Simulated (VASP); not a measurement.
Zr6AlCo2: single point with PBE

Crystal: Zr6AlCo2.

```xyz
9
Lattice="7.1887 0.0000 0.0000 -3.5943 6.2256 0.0000 0.0000 0.0000 3.3629" Properties=species:S:1:pos:R:3 pbc="T T T"
Co   -0.0004    4.1506    1.6815
Co    3.5947    2.0750    1.6815
Zr    4.2852    0.0000    0.0000
Zr    1.4518    2.5145    0.0000
Zr   -2.1426    3.7111    0.0000
Zr    1.7454    0.0000    1.6815
Zr    2.7216    4.7140    1.6815
Zr   -0.8727    1.5116    1.6815
Al    0.0000    0.0000    0.0000
```

```json
{
  "Program": "VASP 6.6.1",
  "Task": "single point",
  "Functional": "PBE",
  "Potentials or basis": "VASP PAW PBE potentials, release 64 (Co, Zr_sv, Al)",
  "Cutoff": "520 eV",
  "k mesh": "6 × 6 × 10",
  "Occupations": "fermi-dirac, width 0.1 eV",
  "Spin": "no spin polarisation"
}
```

```yaml
Pressure: 25.6 GPa
Largest_force: 4.355 eV/Å
Band_gap_on_the_k_mesh: zero (an odd number of electrons rules out a gap without spin polarisation)
```

Forces in eV/Å, atoms in the order of the input:
```
Co   0.002 -0.001  0.000
Co  -0.002  0.001  0.000
Zr  -1.161  0.000  0.000
Zr   0.581  1.006  0.000
Zr   0.580 -1.005  0.000
Zr   4.355  0.001  0.000
Zr  -2.178 -3.772  0.000
Zr  -2.177  3.772  0.000
Al   0.000  0.000  0.000
```

Stress tensor (GPa, compression positive):
```
22.68  0.00  0.00
 0.00 22.68  0.00
 0.00  0.00 31.54
```

Levels at points of the mesh, in eV from the Fermi level:
```csv
k point,band 44,band 45,band 46,band 47,band 48,band 49,band 50,band 51
"(0.00, 0.00, 0.00)",-0.97,-0.97,0.48,0.53,0.56,0.56,0.67,0.67
"(0.50, 0.00, 0.00)",-0.42,-0.12,0.07,0.17,0.53,0.54,0.55,1.55
"(0.50, 0.50, 0.00)",-0.42,-0.12,0.07,0.17,0.53,0.54,0.55,1.55
"(0.00, 0.00, 0.50)",-0.29,-0.23,-0.23,-0.04,0.51,0.51,0.56,0.83
"(0.50, 0.00, 0.50)",-0.40,-0.30,-0.21,-0.12,0.28,0.45,0.60,0.80
"(0.50, 0.50, 0.50)",-0.40,-0.30,-0.21,-0.12,0.28,0.45,0.60,0.80
```

It took 22 min on 1 thread of Oxide Virtual Turin-like Processor, with other jobs on the host, peak memory 0.61 GiB.

Caveat: the stress differs along the axes, from 23 to 32 GPa; the run has no spin polarisation, though such a crystal can be magnetic; forces of over 1 eV/Å act on the atoms, so gaps and moduli don't describe the material at rest. Spin polarisation is off, so any magnetic state and its effect on volume and gap are missing.
